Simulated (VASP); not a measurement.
# Y5C3 (Cmmm) in VASP: single point with PBE

Aim: the single point of Y5C3 with PBE.

All numbers are computed with VASP 6.6.1; they aren't measurements. Logs are shortened: lines on timing, memory, paths and dates and some standing lists are left out, and cuts for length are marked.

## (1) The cell of the first run

Symmetry: Cmmm, No. 65, orthorhombic system. Conventional cell: a = 7.805 Å, b = 8.425 Å, c = 4.142 Å, α = 90.00°, β = 90.00°, γ = 90.00°. Y (site symmetry 2/m) has 6 C at 2.85 to 2.87 Å and 6 Y at 2.87 to 2.96 Å within 3.7 Å. Within 4.3 Å of Y (site symmetry mmm) lie 10 Y at 2.87 to 4.14 Å and 8 C at 2.95 to 4.21 Å. Y (site symmetry 2mm) has 6 C at 2.72 to 3.01 Å and 7 Y at 2.96 to 3.51 Å within 3.6 Å. Within 3.6 Å of C (site symmetry m2m) lie 10 Y at 2.74 to 3.01 Å and 2 C at 2.95 Å. C (site symmetry mmm) has 8 Y at 2.72 to 2.87 Å and 4 C at 2.95 Å within 3.6 Å.

The cell was generated, and may not be a known phase.

## (2) Single point, PBE, collinear spin

File INCAR:

```
PREC     = Accurate       # precision mode
ENCUT    = 520            # plane-wave cutoff, eV
EDIFF    = 1E-6           # SCF threshold, eV
ISMEAR   = 0              # smearing method
SIGMA    = 0.1            # smearing width, eV
LREAL    = False          # projectors in reciprocal space
LASPH    = True           # aspherical terms in the spheres
NELM     = 150            # most SCF steps
ALGO     = Normal         # electronic algorithm
ISIF     = 2              # what is computed and relaxed
LWAVE    = False          # write WAVECAR
LCHARG   = False          # write CHGCAR
ISPIN    = 2              # spin polarisation
MAGMOM   = 0 0 0 0 0 1 1 1 # initial moments
LORBIT   = 11             # projections on sites
LMAXMIX  = 4              # l up to which the mixer works
GGA      = PE             # functional
NBANDS   = 48             # bands
```

File KPOINTS:

```
Automatic mesh
0
Gamma
  4 4 4
```

File POSCAR:

```
Y5C3
1.0
    3.9025207000     -4.2125193600      0.0000000000
    3.9025207000      4.2125193600      0.0000000000
    0.0000000000      0.0000000000      4.1417073800
Y C
5 3
Direct
    0.0000000000      0.5000000000      0.0000000000
    0.5000000000      0.0000000000      0.0000000000
    0.5000000000      0.5000000000      0.0000000000
    0.2249999900      0.2249999900      0.5000000000
    0.7750000100      0.7750000100      0.5000000000
    0.7500000000      0.2500000000      0.5000000000
    0.2500000000      0.7500000000      0.5000000000
    0.0000000000      0.0000000000      0.0000000000
```

Potentials or basis: VASP PAW PBE potentials, release 64 (Y_sv, C).

Launch:

```bash
$ cat potpaw_PBE.64/Y_sv/POTCAR potpaw_PBE.64/C/POTCAR > POTCAR
$ mpirun -np 1 vasp_std > vasp.out
```

OUTCAR:

```text
PREC = Accurate
   ENCUT = 520
   EDIFF = 1E-6
   ISMEAR = 0
   LREAL = False
   LASPH = True
   NELM = 150
   ISIF = 2
   ISPIN = 2
   LORBIT = 11
   GGA = PE

 ion  position               nearest neighbor table
   1  0.000  0.500  0.000-   6 2.85   7 2.85   6 2.85   7 2.85   3 2.87   8 2.87   8 2.87   3 2.87
                             5 2.96   4 2.96   4 2.96   5 2.96   2 3.90   2 3.90   2 4.21   2 4.21
   2  0.500  0.000  0.000-   6 2.85   7 2.85   6 2.85   7 2.85   3 2.87   8 2.87   3 2.87   8 2.87
                             5 2.96   4 2.96   4 2.96   5 2.96   1 3.90   1 3.90   1 4.21   1 4.21
   3  0.500  0.500  0.000-   1 2.87   2 2.87   2 2.87   1 2.87   6 2.95   7 2.95   6 2.95   7 2.95
                             4 2.98   5 2.98   4 2.98   5 2.98
   4  0.225  0.225  0.500-   8 2.72   8 2.72   6 2.74   7 2.74   1 2.96   1 2.96   2 2.96   2 2.96
                             3 2.98   3 2.98   6 3.01   7 3.01   5 3.51   5 4.23   5 4.23   5 4.29
   5  0.775  0.775  0.500-   8 2.72   8 2.72   6 2.74   7 2.74   1 2.96   1 2.96   2 2.96   2 2.96
                             3 2.98   3 2.98   6 3.01   7 3.01   4 3.51   4 4.23   4 4.23   4 4.29
   6  0.750  0.250  0.500-   4 2.74   5 2.74   1 2.85   2 2.85   1 2.85   2 2.85   3 2.95   3 2.95
                             5 3.01   4 3.01
   7  0.250  0.750  0.500-   4 2.74   5 2.74   1 2.85   2 2.85   1 2.85   2 2.85   3 2.95   3 2.95
                             5 3.01   4 3.01
   8  0.000  0.000  0.000-   4 2.72   5 2.72   4 2.72   5 2.72   1 2.87   2 2.87   1 2.87   2 2.87

  LATTYP: Found a base centered orthorhombic cell.
 ALAT       =     7.8050414000
 B/A-ratio  =     1.0794354941
 C/A-ratio  =     0.5306451520

  Lattice vectors:

 A1 = (   3.9025207000,  -4.2125193600,   0.0000000000)
 A2 = (   3.9025207000,   4.2125193600,   0.0000000000)
 A3 = (   0.0000000000,   0.0000000000,   4.1417073800)

Analysis of symmetry for initial positions (statically):
=====================================================================
 Subroutine PRICEL returns:
 Original cell was already a primitive cell.

 Routine SETGRP: Setting up the symmetry group for a
 base centered orthorhombic supercell.

 Subroutine GETGRP returns: Found  8 space group operations
 (whereof  8 operations were pure point group operations)
 out of a pool of  8 trial point group operations.

The static configuration has the point symmetry D_2h.

Analysis of symmetry for dynamics (positions and initial velocities):
[... 178 lines left out ...]
  free energy    TOTEN  =       -51.57411676 eV

  energy without entropy =      -51.53535032  energy(sigma->0) =      -51.55473354

 E-fermi :   5.0498     XC(G=0): -11.1752

 val. band max:        5.0406189313   @ k =   0.2500   0.2500   0.5000
 cond. band min:       5.0520936179   @ k =   0.5000   0.0000   0.2500
 fundamental gap:      0.0114746865
 Fermi energy:         5.0498359590

 spin component 1

 k-point     1 :       0.0000    0.0000    0.0000
  band No.  band energies     occupation
      1     -37.4020      1.00000
      2     -37.1130      1.00000
      3     -37.0891      1.00000
      4     -36.9251      1.00000
      5     -36.7471      1.00000
      6     -18.3663      1.00000
[... 997 lines left out ...]
     44       8.9542      0.00000
     45       8.9998      0.00000
 Fermi energy:         5.0498359590

 spin component 2

 k-point     1 :       0.0000    0.0000    0.0000
  band No.  band energies     occupation
      1     -37.4019      1.00000
      2     -37.1129      1.00000
      3     -37.0891      1.00000
      4     -36.9250      1.00000
      5     -36.7470      1.00000
      6     -18.3661      1.00000
[... 997 lines left out ...]
     44       8.9547      0.00000
     45       9.0000      0.00000
 [bands above 45 left out]

------------------------ aborting loop because EDIFF is reached ----------------------------------------

  FORCE on cell =-STRESS in cart. coord.  units (eV):
  Direction    XX          YY          ZZ          XY          YZ          ZX
  --------------------------------------------------------------------------------------
  -------------------------------------------------------------------------------------
  Total       -7.9685261     12.8002998      5.6796900     -0.0000000      0.0000000      0.0000000
  in kB      -93.7544846    150.6031966     66.8249563     -0.0000000      0.0000000      0.0000000
  external PRESSURE =      41.2245561 kB  Pullay stress =       0.0000000 kB

 VOLUME and BASIS-vectors are now :
 -----------------------------------------------------------------------------
  energy-cutoff  :      520.00
  volume of cell :      136.17
      direct lattice vectors                 reciprocal lattice vectors
     3.902520700 -4.212519360  0.000000000     0.128122318 -0.118693817  0.000000000
     3.902520700  4.212519360  0.000000000     0.128122318  0.118693817  0.000000000
     0.000000000  0.000000000  4.141707380     0.000000000  0.000000000  0.241446319

 POSITION                                       TOTAL-FORCE (eV/Angst)
 -----------------------------------------------------------------------------------
      1.95126      2.10626      0.00000         0.000000      0.000000      0.000000
      1.95126     -2.10626      0.00000         0.000000      0.000000      0.000000
      3.90252      0.00000      0.00000        -0.000000     -0.000000      0.000000
      1.75613      0.00000      2.07085        -2.672252      0.000000     -0.000000
      6.04891      0.00000      2.07085         2.672252      0.000000      0.000000
      3.90252     -2.10626      2.07085         0.000000      1.978329      0.000000
      3.90252      2.10626      2.07085         0.000000     -1.978329      0.000000
      0.00000      0.00000      0.00000         0.000000      0.000000      0.000000
 -----------------------------------------------------------------------------------
    total drift:                                0.000000      0.000000      0.000000

  FREE ENERGIE OF THE ION-ELECTRON SYSTEM (eV)
  ---------------------------------------------------
  free  energy   TOTEN  =       -51.5741167641 eV

  energy  without entropy=      -51.5353503222  energy(sigma->0) =      -51.55473354

 total charge

# of ion       s       p       d       f       tot
--------------------------------------------------
    1        2.256   6.300   1.350   0.050   9.956
    2        2.256   6.300   1.350   0.050   9.956
    3        2.313   6.317   1.598   0.040  10.269
    4        2.241   6.337   1.300   0.054   9.933
    5        2.241   6.337   1.300   0.054   9.933
    6        0.882   1.253   0.000   0.000   2.135
    7        0.882   1.253   0.000   0.000   2.135
    8        0.919   1.222   0.000   0.000   2.142
--------------------------------------------------
tot         13.992  35.320   6.897   0.249  56.458

 magnetization (x)

# of ion       s       p       d       f       tot
--------------------------------------------------
    1        0.000   0.000   0.000   0.000   0.000
    2        0.000   0.000   0.000   0.000   0.000
    3        0.000   0.000   0.000   0.000   0.000
    4        0.000   0.000   0.000   0.000   0.000
    5        0.000   0.000   0.000   0.000   0.000
    6        0.000   0.000   0.000   0.000   0.000
    7        0.000   0.000   0.000   0.000   0.000
    8        0.000   0.001   0.000   0.000   0.001
--------------------------------------------------
tot          0.000   0.001   0.001   0.000   0.002
```

stdout:

```text
POSCAR found type information on POSCAR Y C
 POSCAR found :  2 types and       8 ions
 scaLAPACK will be used
 LDA part: xc-table for (Slater+PW92), standard interpolation
 POSCAR, INCAR and KPOINTS ok, starting setup
 FFT: planning ... GRIDC
 FFT: planning ... GRID_SOFT
 FFT: planning ... GRID
 WAVECAR not read
 entering main loop
```

Run time: 3.8 min. Hardware: 1 thread of Intel Xeon 6975P-C (Granite Rapids), shared host; peak memory 0.44 GiB.

Results:

```yaml
Free_energy: -51.5741 eV
Pressure: 4.1 GPa
Largest_force: 2.672 eV/Å
Net_moment: 0.00 μB per cell
Valence_electrons_inside_the_program's_atomic_spheres: Y 9.96, 10.27, 9.93 (each value once); C 2.13, 2.14 (each value once)
```

Forces on the atoms (eV/Å):
```
Y    0.000  0.000  0.000
Y    0.000  0.000  0.000
Y    0.000  0.000  0.000
Y   -2.672  0.000  0.000
Y    2.672  0.000  0.000
C    0.000  1.978  0.000
C    0.000 -1.978  0.000
C    0.000  0.000  0.000
```

Caveat: the k points lie up to 0.38 Å⁻¹ apart; forces of over 1 eV/Å act on the atoms, so gaps and moduli don't describe the material at rest.
